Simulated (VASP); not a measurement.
# BaCuGe (P-6m2) in VASP: further runs

Runs on BaCuGe. Level: LDA. Tasks: single point.

Everything below comes from runs of VASP 6.6.1. Logs are shortened: lines on timing, memory, paths and dates and some standing lists are left out, and cuts for length are marked.

### 1 The cell of the first run

The structure is hexagonal, space group P-6m2 (No. 187). Conventional cell: a = 4.148 Å, b = 4.148 Å, c = 4.943 Å, α = 90.00°, β = 90.00°, γ = 120.00°. Ba (site symmetry -6m2) has 6 Cu at 3.44 Å and 6 Ge at 3.44 Å and 6 Ba at 4.15 Å within 4.5 Å. Cu (site symmetry -6m2) has 3 Ge at 2.39 Å within 3.2 Å. Within 3.2 Å of Ge (site symmetry -6m2) lie 3 Cu at 2.39 Å.

### 2 Single point, LDA

INCAR

```
SYSTEM = BaCuGe
ALGO = Normal
EDIFF = 1E-6
ENCUT = 520
GGA = CA
ISIF = 2
ISMEAR = -1
LASPH = .True.
LCHARG = .False.
LREAL = .False.
LWAVE = .False.
NBANDS = 24
NELM = 100
PREC = Accurate
SIGMA = 0.1
```

KPOINTS

```
k-points
0
Gamma
  8 8 6
  0 0 0
```

POSCAR

```
BaCuGe
1.0
    4.1478830110      0.0000000000      0.0000000000
   -2.0739415055      3.5921726278      0.0000000000
    0.0000000000      0.0000000000      4.9425056299
Ba Cu Ge
1 1 1
Direct
    0.0000000000      0.0000000000      0.0000000000
    0.3333333333      0.6666666667      0.5000000000
    0.6666666667      0.3333333333      0.5000000000
```

Potentials or basis: VASP PAW LDA potentials, release 64 (Ba_sv, Cu, Ge_d).

Started as:

```
> cat potpaw_LDA.64/Ba_sv/POTCAR potpaw_LDA.64/Cu/POTCAR potpaw_LDA.64/Ge_d/POTCAR > POTCAR
> mpirun -np 1 vasp_std > vasp.out
```

OUTCAR:

```text
SYSTEM = BaCuGe
   EDIFF = 1E-6
   ENCUT = 520
   GGA = CA
   ISIF = 2
   ISMEAR = -1
   LASPH = .True.
   LREAL = .False.
   NELM = 100
   PREC = Accurate

 ion  position               nearest neighbor table
   1  0.000  0.000  0.000-   2 3.44   3 3.44   2 3.44   3 3.44   3 3.44   3 3.44   2 3.44   2 3.44
                             3 3.44   3 3.44   2 3.44   2 3.44
   2  0.333  0.667  0.500-   3 2.39   3 2.39   3 2.39   1 3.44   1 3.44   1 3.44   1 3.44   1 3.44
                             1 3.44
   3  0.667  0.333  0.500-   2 2.39   2 2.39   2 2.39   1 3.44   1 3.44   1 3.44   1 3.44   1 3.44
                             1 3.44

  LATTYP: Found a hexagonal cell.
 ALAT       =     4.1478830110
 C/A-ratio  =     1.1915730547

  Lattice vectors:

 A1 = (   4.1478830110,   0.0000000000,   0.0000000000)
 A2 = (  -2.0739415055,   3.5921726278,   0.0000000000)
 A3 = (   0.0000000000,   0.0000000000,   4.9425056299)

Analysis of symmetry for initial positions (statically):
=====================================================================
 Subroutine PRICEL returns:
 Original cell was already a primitive cell.

 Routine SETGRP: Setting up the symmetry group for a
 hexagonal supercell.

 Subroutine GETGRP returns: Found 12 space group operations
 (whereof 12 operations were pure point group operations)
 out of a pool of 24 trial point group operations.

The static configuration has the point symmetry D_3h.

Analysis of symmetry for dynamics (positions and initial velocities):
=====================================================================
 Subroutine PRICEL returns:
 Original cell was already a primitive cell.

 Routine SETGRP: Setting up the symmetry group for a
 hexagonal supercell.

 Subroutine GETGRP returns: Found 12 space group operations
 (whereof 12 operations were pure point group operations)
 out of a pool of 24 trial point group operations.

The dynamic configuration has the point symmetry D_3h.

 Subroutine INISYM returns: Found 12 space group operations
 (whereof 12 operations are pure point group operations),
 and found     1 'primitive' translations

----------------------------------------------------------------------------------------

                                     Primitive cell

  volume of cell :      73.6429

  direct lattice vectors                    reciprocal lattice vectors
     4.147883011  0.000000000  0.000000000     0.241086838  0.139191529  0.000000000
    -2.073941506  3.592172628  0.000000000     0.000000000  0.278383058  0.000000000
     0.000000000  0.000000000  4.942505630     0.000000000  0.000000000  0.202326527

  length of vectors
     4.147883011  4.147883503  4.942505630     0.278383091  0.278383058  0.202326527

  position of ions in fractional coordinates (direct lattice)
     0.000000000  0.000000000  0.000000000
     0.333333333  0.666666667  0.500000000
     0.666666667  0.333333333  0.500000000

  ion indices of the primitive-cell ions
   primitive index   ion index
                 1           1
                 2           2
                 3           3

----------------------------------------------------------------------------------------

 KPOINTS: k-points

Automatic generation of k-mesh.
 Grid dimensions read from file:
 generate k-points for:    8    8    6

 Generating k-lattice:

  Cartesian coordinates                     Fractional coordinates (reciprocal lattice)
     0.030135855  0.017398941  0.000000000     0.125000000 -0.000000000  0.000000000
     0.000000000  0.034797882  0.000000000     0.000000000  0.125000000  0.000000000
     0.000000000  0.000000000  0.033721088     0.000000000  0.000000000  0.166666667

  Length of vectors
     0.034797886  0.034797882  0.033721088

  Shift w.r.t. Gamma in fractional coordinates (k-lattice)
     0.000000000  0.000000000  0.000000000

 Subroutine IBZKPT returns following result:
 ===========================================

 Found     40 irreducible k-points:

 Following reciprocal coordinates:
            Coordinates               Weight
  0.000000  0.000000  0.000000      1.000000
  0.125000 -0.000000  0.000000      6.000000
  0.250000 -0.000000  0.000000      6.000000
  0.375000 -0.000000  0.000000      6.000000
  0.500000 -0.000000  0.000000      3.000000
  0.125000  0.125000  0.000000      6.000000
[... 16 lines left out ...]
  0.250000 -0.000000  0.333333     12.000000
  0.375000 -0.000000  0.333333     12.000000
 [... further k-points ...]
   k-points           NKPTS =     40   k-points in BZ     NKDIM =     40   number of bands    NBANDS=     24
   number of dos      NEDOS =    301   number of ions     NIONS =      3
   total plane-waves  NPLWV =  40960
   dimension x,y,z NGX =    32 NGY =   32 NGZ =   40
   dimension x,y,z NGXF=    64 NGYF=   64 NGZF=   80
   ions per type =               1   1   1
   NGX,Y,Z   is equivalent  to a cutoff of  12.83, 12.83, 13.45 a.u.
[... 37 lines left out ...]
   LHFCALC =     F    Hartree Fock is set to
   AEXX    =    0.0000 exact exchange contribution
   IVDW    =     0    specifies the selected vdW correction
   LEPSILON=     F    determine dielectric tensor
   LRPA    =     F    only Hartree local field effects (RPA)
 non-spin polarized calculation
  energy-cutoff  :      520.00
  volume of cell :       73.64
 maximum number of plane-waves:      2016
 NGX is ok and might be reduce to    32
   NGX = 15   NGY = 15   NGZ = 19

 number of electron      35.0000026 magnetization

 Free energy of the ion-electron system (eV)
  ---------------------------------------------------
  ext. energy  EPLUGINS =         0.00000000
  ---------------------------------------------------
  free energy    TOTEN  =       -13.25606532 eV

  energy without entropy =      -13.20040483  energy(sigma->0) =      -13.22823508

 E-fermi :   3.8896     XC(G=0): -10.2696

 val. band max:        3.8723368436   @ k =   0.1250  -0.0000   0.0000
 cond. band min:       3.9668899042   @ k =   0.3750  -0.0000   0.1667
 fundamental gap:      0.0945530606
 Fermi energy:         3.8896484049

 k-point     1 :       0.0000    0.0000    0.0000
  band No.  band energies     occupation
      1     -23.5685      2.00000
      2     -19.8355      2.00000
      3     -19.8355      2.00000
      4     -19.8086      2.00000
      5     -19.8048      2.00000
      6     -19.8048      2.00000
[... 16 lines left out ...]
     23       8.7439      0.00000
     24       8.7439      0.00000

 k-point     2 :       0.1250   -0.0000    0.0000
  band No.  band energies     occupation
      1     -23.5572      2.00000
      2     -19.8359      2.00000
      3     -19.8351      2.00000
      4     -19.8081      2.00000
      5     -19.8051      2.00000
      6     -19.8049      2.00000
[... 16 lines left out ...]
     23       8.6073      0.00000
     24       8.8975      0.00000

 k-point     3 :       0.2500   -0.0000    0.0000
  band No.  band energies     occupation
      1     -23.5298      2.00000
      2     -19.8367      2.00000
      3     -19.8341      2.00000
      4     -19.8071      2.00000
      5     -19.8058      2.00000
      6     -19.8051      2.00000
[... 16 lines left out ...]
     23       8.4878      0.00000
     24       8.5397      0.00000

 k-point     4 :       0.3750   -0.0000    0.0000
  band No.  band energies     occupation
      1     -23.5020      2.00000
      2     -19.8376      2.00000
      3     -19.8332      2.00000
      4     -19.8066      2.00000
      5     -19.8061      2.00000
      6     -19.8053      2.00000
[... 16 lines left out ...]
     23       8.6236      0.00000
     24       9.4571      0.00000

 k-point     5 :       0.5000   -0.0000    0.0000
  band No.  band energies     occupation
      1     -23.4905      2.00000
      2     -19.8379      2.00000
      3     -19.8328      2.00000
      4     -19.8069      2.00000
      5     -19.8057      2.00000
      6     -19.8054      2.00000
[... 451 lines left out ...]
 k-point    22 :       0.1250   -0.0000    0.3333
  band No.  band energies     occupation
      1     -23.5522      2.00000
      2     -19.8359      2.00000
      3     -19.8351      2.00000
      4     -19.8080      2.00000
      5     -19.8051      2.00000
      6     -19.8050      2.00000
[... 16 lines left out ...]
     23       8.6090      0.00000
     24       8.9462      0.00000

 k-point    23 :       0.2500   -0.0000    0.3333
  band No.  band energies     occupation
      1     -23.5255      2.00000
      2     -19.8369      2.00000
      3     -19.8341      2.00000
      4     -19.8069      2.00000
      5     -19.8053      2.00000
      6     -19.8052      2.00000
[... 16 lines left out ...]
     23       9.6937      0.00000
     24       9.7607      0.00000

 k-point    24 :       0.3750   -0.0000    0.3333
  band No.  band energies     occupation
      1     -23.4986      2.00000
      2     -19.8379      2.00000
      3     -19.8331      2.00000
      4     -19.8058      2.00000
      5     -19.8056      2.00000
      6     -19.8052      2.00000
[... 16 lines left out ...]
     23       9.6312      0.00000
     24      10.2135      0.00000

 [... further k-points ...]
[... 5 lines left out ...]
  --------------------------------------------------------------------------------------
  -------------------------------------------------------------------------------------
  Total       -0.1299532     -0.1299532     -0.5140608      0.0000000      0.0000000      0.0000000
  in kB       -2.8272659     -2.8272668    -11.1839242      0.0000000      0.0000000      0.0000000
  external PRESSURE =      -5.6128190 kB  Pullay stress =       0.0000000 kB

 VOLUME and BASIS-vectors are now :
 -----------------------------------------------------------------------------
  energy-cutoff  :      520.00
  volume of cell :       73.64
      direct lattice vectors                 reciprocal lattice vectors
     4.147883011  0.000000000  0.000000000     0.241086838  0.139191529  0.000000000
    -2.073941506  3.592172628  0.000000000     0.000000000  0.278383058  0.000000000
     0.000000000  0.000000000  4.942505630     0.000000000  0.000000000  0.202326527

 POSITION                                       TOTAL-FORCE (eV/Angst)
 -----------------------------------------------------------------------------------
      0.00000      0.00000      0.00000         0.000000      0.000000      0.000000
     -0.00000      2.39478      2.47125        -0.000000     -0.000000      0.000000
      2.07394      1.19739      2.47125         0.000000      0.000000      0.000000
 -----------------------------------------------------------------------------------
    total drift:                                0.000001      0.000003      0.000000

  FREE ENERGIE OF THE ION-ELECTRON SYSTEM (eV)
  ---------------------------------------------------
  free  energy   TOTEN  =       -13.2560653219 eV

  energy  without entropy=      -13.2004048348  energy(sigma->0) =      -13.22823508
```

Run time: 70 s. Hardware: 1 thread of Intel Xeon 8259CL, shared host; peak memory 0.22 GiB.

What came out:

| Quantity | Value |
| --- | --- |
| Free energy | -13.2561 eV |
| Pressure | -0.6 GPa |
| Band gap on the k mesh | zero (an odd number of electrons rules out a gap without spin polarisation) |

Caveat: spin-orbit coupling is left out, which moves the levels of the heavy elements.

### 3 Single point, LDA

This run uses another cell than the first one, of 25.33 Å³/atom.

INCAR

```
PREC     = Accurate       # precision mode
ENCUT    = 520            # plane-wave cutoff, eV
EDIFF    = 1E-7           # SCF threshold, eV
ISMEAR   = -1             # smearing method
SIGMA    = 0.1            # smearing width, eV
LREAL    = False          # projectors in reciprocal space
LASPH    = True           # aspherical terms in the spheres
NELM     = 80             # most SCF steps
ALGO     = Normal         # electronic algorithm
ISIF     = 2              # what is computed and relaxed
LWAVE    = False          # write WAVECAR
LCHARG   = True           # write CHGCAR
GGA      = CA             # functional
LELF     = True           # ELF
LVHAR    = True         
NBANDS   = 24             # bands
```

KPOINTS

```
Automatic mesh
0
Gamma
  8 8 6
```

POSCAR

```
BaCuGe
1.0
    4.1915481463      0.0000000000      0.0000000000
   -2.0957740731      3.6299877502      0.0000000000
    0.0000000000      0.0000000000      4.9945358285
Ba Cu Ge
1 1 1
Direct
    0.0000000000      0.0000000000      0.0000000000
    0.3333333333      0.6666666667      0.5000000000
    0.6666666667      0.3333333333      0.5000000000
```

Potentials or basis: VASP PAW LDA potentials, release 64 (Ba_sv, Cu, Ge_d).

Started as:

```
> cat potpaw_LDA.64/Ba_sv/POTCAR potpaw_LDA.64/Cu/POTCAR potpaw_LDA.64/Ge_d/POTCAR > POTCAR
> mpirun -np 1 vasp_std > vasp.out
```

Wall time 87 s (1 thread of Intel Xeon 8259CL, shared host); peak memory 0.23 GiB.

The run converged. Its results:

- Free energy: -13.2381 eV
- Pressure: -2.1 GPa
- Band gap on the k mesh: zero (an odd number of electrons rules out a gap without spin polarisation)

Stress tensor (GPa, compression positive):
```
-1.88  0.00  0.00
 0.00 -1.88  0.00
 0.00  0.00 -2.41
```

Levels at points of the mesh, in eV from the Fermi level:
```
           k point  band 16  band 17  band 18  band 19  band 20  band 21
(0.00, 0.00, 0.00)    -0.20     0.47     1.01     1.01     2.49     4.60
(0.50, 0.00, 0.00)    -2.71    -0.61     0.13     0.73     3.33     4.04
(0.00, 0.00, 0.50)    -2.68     1.94     1.94     2.64     2.83     2.83
(0.50, 0.00, 0.50)    -2.69    -0.71    -0.61     0.93     3.65     4.40
```

Caveat: spin-orbit coupling is left out, which moves the levels of the heavy elements.

### 4 Single point, LDA

This run uses another cell than the first one, of 26.11 Å³/atom.

INCAR

```
PREC = Accurate
ENCUT = 520
EDIFF = 1E-7
ISMEAR = -1
SIGMA = 0.1
LREAL = F
LASPH = T
NELM = 100
ALGO = Normal
ISIF = 2
LWAVE = F
LCHARG = F
NBANDS = 24
```

KPOINTS

```
regular mesh
0
Gamma
  8 8 6
```

POSCAR

```
BaCuGe
1.0
    4.2343220000      0.0000000000      0.0000000000
   -2.1171610000      3.6670310000      0.0000000000
    0.0000000000      0.0000000000      5.0455040000
Ba Cu Ge
1 1 1
Direct
    0.0000000000      0.0000000000      0.0000000000
    0.3333333333      0.6666666667      0.5000000000
    0.6666666667      0.3333333333      0.5000000000
```

Started as:

```
> cat potpaw_LDA.64/Ba_sv/POTCAR potpaw_LDA.64/Cu/POTCAR potpaw_LDA.64/Ge_d/POTCAR > POTCAR
> mpirun -np 1 vasp_std > vasp.out
```

Run time: 89 s. Hardware: 1 thread of Intel Xeon 8259CL, shared host; peak memory 0.23 GiB.

The run converged. Its results:

| Quantity | Value |
| --- | --- |
| Free energy | -13.1978 eV |
| Pressure | -3.4 GPa |
| Band gap on the k mesh | zero (an odd number of electrons rules out a gap without spin polarisation) |

Stress tensor (GPa, compression positive):
```
-3.34  0.00  0.00
 0.00 -3.34  0.00
 0.00  0.00 -3.64
```

Levels at points of the mesh, in eV from the Fermi level:
```tsv
k point	band 15	band 16	band 17	band 18	band 19	band 20	band 21	band 22
(0.00, 0.00, 0.00)	-2.72	-0.22	0.46	1.01	1.01	2.34	4.49	4.49
(0.50, 0.00, 0.00)	-2.77	-2.65	-0.57	0.12	0.76	3.28	3.87	3.98
(0.00, 0.00, 0.50)	-2.73	-2.62	1.88	1.88	2.61	2.80	2.80	3.34
(0.50, 0.00, 0.50)	-2.70	-2.63	-0.66	-0.58	0.87	3.54	4.31	5.40
```

Caveat: the cell stands under tension; spin-orbit coupling is left out, which moves the levels of the heavy elements.

### 5 Single point, LDA

This run uses another cell than the first one, of 26.90 Å³/atom.

INCAR

```
PREC = Accurate
ENCUT = 520
EDIFF = 1E-6
ISMEAR = -1
SIGMA = 0.1
LREAL = False
LASPH = True
NELM = 100
ALGO = Normal
ISIF = 2
LWAVE = False
LCHARG = False
NBANDS = 24
```

KPOINTS is that of step 4.

POSCAR

```
BaCuGe
1.0
    4.2762487069      0.0000000000      0.0000000000
   -2.1381243534      3.7033405990      0.0000000000
    0.0000000000      0.0000000000      5.0954627342
Ba Cu Ge
1 1 1
Direct
    0.0000000000      0.0000000000      0.0000000000
    0.3333333333      0.6666666667      0.5000000000
    0.6666666667      0.3333333333      0.5000000000
```

Started as:

```
> cat potpaw_LDA.64/Ba_sv/POTCAR potpaw_LDA.64/Cu/POTCAR potpaw_LDA.64/Ge_d/POTCAR > POTCAR
> mpirun -np 1 vasp_std > vasp.out
```

Run time: 81 s. Hardware: 1 thread of Intel Xeon 8259CL, shared host; peak memory 0.23 GiB.

It converged, with:

* Free energy: -13.1389 eV
* Pressure: -4.7 GPa
* Band gap on the k mesh: zero (an odd number of electrons rules out a gap without spin polarisation)

Stress tensor (GPa, compression positive):
```
-4.71  0.00  0.00
 0.00 -4.71  0.00
 0.00  0.00 -4.83
```

Levels at points of the mesh, in eV from the Fermi level:
| k point | band 14 | band 15 | band 16 | band 17 | band 18 | band 19 | band 20 | band 21 | band 22 | band 23 |
| --- | --- | --- | --- | --- | --- | --- | --- | --- | --- | --- |
| (0.00, 0.00, 0.00) | -2.65 | -2.65 | -0.24 | 0.45 | 1.00 | 1.00 | 2.19 | 4.37 | 4.37 | 4.58 |
| (0.50, 0.00, 0.00) | -2.70 | -2.70 | -2.60 | -0.53 | 0.12 | 0.78 | 3.22 | 3.71 | 3.91 | 5.23 |
| (0.00, 0.00, 0.50) | -2.66 | -2.66 | -2.56 | 1.83 | 1.83 | 2.58 | 2.76 | 2.76 | 3.15 | 3.30 |
| (0.50, 0.00, 0.50) | -2.64 | -2.63 | -2.57 | -0.62 | -0.55 | 0.82 | 3.43 | 4.22 | 5.28 | 5.96 |

Caveat: the cell stands under tension; spin-orbit coupling is left out, which moves the levels of the heavy elements.

### 6 Single point, LDA

This run uses another cell than the first one, of 27.68 Å³/atom.

INCAR

```
  ALGO = Normal
  EDIFF = 1E-7
  ENCUT = 520
  ISIF = 2
  ISMEAR = -1
  LASPH = T
  LCHARG = F
  LREAL = F
  LWAVE = F
  NBANDS = 24
  NELM = 60
  PREC = Accurate
  SIGMA = 0.1
```

KPOINTS

```
k-points
0
Gamma
  8 8 6
```

POSCAR

```
BaCuGe
1.0
    4.3173690055      0.0000000000      0.0000000000
   -2.1586845027      3.7389518278      0.0000000000
    0.0000000000      0.0000000000      5.1444605740
Ba Cu Ge
1 1 1
Direct
    0.0000000000      0.0000000000      0.0000000000
    0.3333333333      0.6666666667      0.5000000000
    0.6666666667      0.3333333333      0.5000000000
```

Potentials or basis: VASP PAW LDA potentials, release 64 (Ba_sv, Cu, Ge_d).

Started as:

```
> cat potpaw_LDA.64/Ba_sv/POTCAR potpaw_LDA.64/Cu/POTCAR potpaw_LDA.64/Ge_d/POTCAR > POTCAR
> mpirun -np 1 vasp_std > vasp.out
```

It took 89 s on 1 thread of Intel Xeon 8259CL, shared host; peak memory 0.23 GiB.

It converged, with:

```yaml
Free_energy: -13.0645 eV
Pressure: -5.6 GPa
Band_gap_on_the_k_mesh: zero (an odd number of electrons rules out a gap without spin polarisation)
```

Levels at points of the mesh, in eV from the Fermi level:
```tsv
k point	band 16	band 17	band 18	band 19	band 20	band 21
(0.00, 0.00, 0.00)	-0.26	0.44	0.99	0.99	2.06	4.27
(0.50, 0.00, 0.00)	-2.54	-0.49	0.12	0.80	3.17	3.55
(0.00, 0.00, 0.50)	-2.50	1.78	1.78	2.54	2.72	2.72
(0.50, 0.00, 0.50)	-2.51	-0.59	-0.53	0.77	3.33	4.14
```

Caveat: the cell stands under tension; spin-orbit coupling is left out, which moves the levels of the heavy elements.

### 7 The runs side by side

| cell | gap on the mesh (eV) | pressure (GPa) |
| --- | --- | --- |
| a = 4.148, b = 4.148, c = 4.943 Å, angles 90.0, 90.0, 120.0°, 3 atoms | none | -0.6 |
| a = 4.192, b = 4.192, c = 4.995 Å, angles 90.0, 90.0, 120.0°, 3 atoms | none | -2.1 |
| a = 4.234, b = 4.234, c = 5.046 Å, angles 90.0, 90.0, 120.0°, 3 atoms | none | -3.4 |
| a = 4.276, b = 4.276, c = 5.095 Å, angles 90.0, 90.0, 120.0°, 3 atoms | none | -4.7 |
| a = 4.317, b = 4.317, c = 5.144 Å, angles 90.0, 90.0, 120.0°, 3 atoms | none | -5.6 |

Alike in all rows: task single point; level LDA; potentials or basis VASP PAW LDA potentials, release 64 (Ba_sv, Cu, Ge_d); no spin polarisation; k mesh 8 × 8 × 6; cutoff (eV) 520; smearing fermi-dirac 0.1 eV.

Caveats: spin-orbit coupling is left out, which moves the levels of the heavy elements; the cell stands under tension (at least some runs).

Total energies depend on the potentials used, so only differences within one code and one set of settings carry meaning.
